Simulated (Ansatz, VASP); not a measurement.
# KCl in VASP and in Ansatz

File INCAR:

```
  PREC = Accurate
  ENCUT = 520
  EDIFF = 1E-7
  ISMEAR = 0
  SIGMA = 0.05
  LREAL = False
  LASPH = True
  NELM = 100
  ALGO = Normal
  ISIF = 2
  LWAVE = False
  LCHARG = False
  NBANDS = 15
```

The input KPOINTS:

```
regular mesh
0
Gamma
  6 6 6
```

Contents of POSCAR:

```
KCl
1.0
    3.9351759000      0.0000000000      0.0000000000
    0.0000000000      3.9351759000      0.0000000000
    0.0000000000      0.0000000000      3.8391960000
K Cl
1 1
Direct
    0.0000000000      0.0000000000      0.0000000000
    0.5000000000      0.5000000000      0.5000000000
```

Input for Ansatz:

```yaml
crystal:
  lattice:
    - [3.9351759, 0.0, 0.0]
    - [0.0, 3.9351759, 0.0]
    - [0.0, 0.0, 3.839196]
  atoms:
    - { symbol: K, position: [0.0, 0.0, 0.0] }
    - { symbol: Cl, position: [0.5, 0.5, 0.5] }
basis:
  ecutwfc: 420
kpoints:
  mp_grid: { grid: [6, 6, 6] }
hamiltonian:
  xc: lda
scf:
  occupations: { method: gaussian, width: 0.05 }
output:
  forces: true
  stress: true
  eigenvalues: true
```

Change from the starting cell: strain +0.025 along x and y, +0.000 along z, atoms carried along.

Alike in both runs: task single point; functional LDA; k mesh 6 × 6 × 6; occupations gaussian, width 0.05 eV; no spin polarisation.

|  | VASP | Ansatz |
| --- | --- | --- |
| version | VASP 6.6.1 | Ansatz 0.2.0 |
| potentials or method | VASP PAW LDA potentials, release 64 (K_sv, Cl), cutoff 520 eV | scalar-relativistic, plane waves, PAW |
| valence electrons in the cell | 16 | 16 |

VASP gave:

```
gap on the k mesh at the Fermi level (eV)                     : 4.10
least direct gap on the mesh (eV)                             : 4.29
pressure (GPa)                                                : -3.6
traceless stress, the component that is largest in VASP (GPa) : 0.65
```

Task: Estimate Ansatz's values.

Result: gap on the k mesh at the Fermi level (eV): 4.10; least direct gap on the mesh (eV): 4.28; pressure (GPa): -3.6; traceless stress, the component that is largest in VASP (GPa): 0.65.

LDA's correlation is that of Perdew and Zunger in VASP and of Perdew and Wang (1992) in Ansatz.
